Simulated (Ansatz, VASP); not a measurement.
## Al: VASP beside Ansatz

The input INCAR:

```
SYSTEM = Al
PREC     = Accurate       ! precision mode
ENCUT    = 520            ! plane-wave cutoff, eV
EDIFF    = 1E-6           ! SCF threshold, eV
ISMEAR   = -1             ! smearing method
SIGMA    = 0.1            ! smearing width, eV
LREAL    = .False.        ! projectors in reciprocal space
LASPH    = .True.         ! aspherical terms in the spheres
NELM     = 80             ! most SCF steps
ALGO     = Normal         ! electronic algorithm
ISIF     = 2              ! what is computed and relaxed
LWAVE    = .False.        ! write WAVECAR
LCHARG   = .False.        ! write CHGCAR
LDIPOL   = .True.       
IDIPOL   = 3            
DIPOL    = 0.5 0.5 0.500
GGA      = PS             ! functional
NBANDS   = 16             ! bands
```

File KPOINTS:

```
regular mesh
0
Gamma
  13 9 1
  0 0 0
```

POSCAR

```
Al
1.0
    2.8388187244      0.0000000000      0.0000000000
    0.0000000000      4.0146959412      0.0000000000
    0.0000000000      0.0000000000     21.6776000000
Al
5
Direct
    0.0000000000      0.0000000000      0.3690436800
    0.5000000000      0.5000000000      0.4345218398
    0.0000000000      0.0000000000      0.5000000000
    0.5000000000      0.5000000000      0.5654781602
    0.0000000000      0.0000000000      0.6309563200
```

Input for Ansatz:

```yaml
crystal:
  lattice:
    - [2.8388187244, 0.0, 0.0]
    - [0.0, 4.0146959412, 0.0]
    - [0.0, 0.0, 21.6776]
  atoms:
    - { symbol: Al, position: [0.0, 0.0, 0.36904368] }
    - { symbol: Al, position: [0.5, 0.5, 0.4345218398] }
    - { symbol: Al, position: [0.0, 0.0, 0.5] }
    - { symbol: Al, position: [0.5, 0.5, 0.5654781602] }
    - { symbol: Al, position: [0.0, 0.0, 0.63095632] }
kpoints:
  mp_grid: { grid: [13, 9, 1] }
scf:
  occupations: { method: fermi_dirac, width: 0.1 }
hamiltonian:
  xc: pbesol
  pseudopotentials: { kind: paw }
output:
  forces: true
  stress: true
  eigenvalues: true
  populations: true
efield:
  axis: 3
  amplitude: 0
  dipole_correction: true
```

Alike in both runs: task single point; functional PBEsol; k mesh 13 × 9 × 1; occupations fermi-dirac, width 0.1 eV; no spin polarisation.

```csv
,VASP,Ansatz
version,VASP 6.6.1,Ansatz 0.2.0
potentials or method,"VASP PAW PBE potentials, release 64 (Al)","PAW with Ansatz's default frozen-core files, scalar-relativistic"
plane-wave cutoff (eV),520,420
valence electrons in the cell,15,15
```

|  | VASP | Ansatz | Ansatz less VASP |
| --- | --- | --- | --- |
| rms of the force components (eV/Å) | 0.114 | 0.115 | +0.0015 |

VASP's potentials were made for PBE, not for PBEsol. Atom by atom the forces differ by 0.002 eV/Å (rms over components).
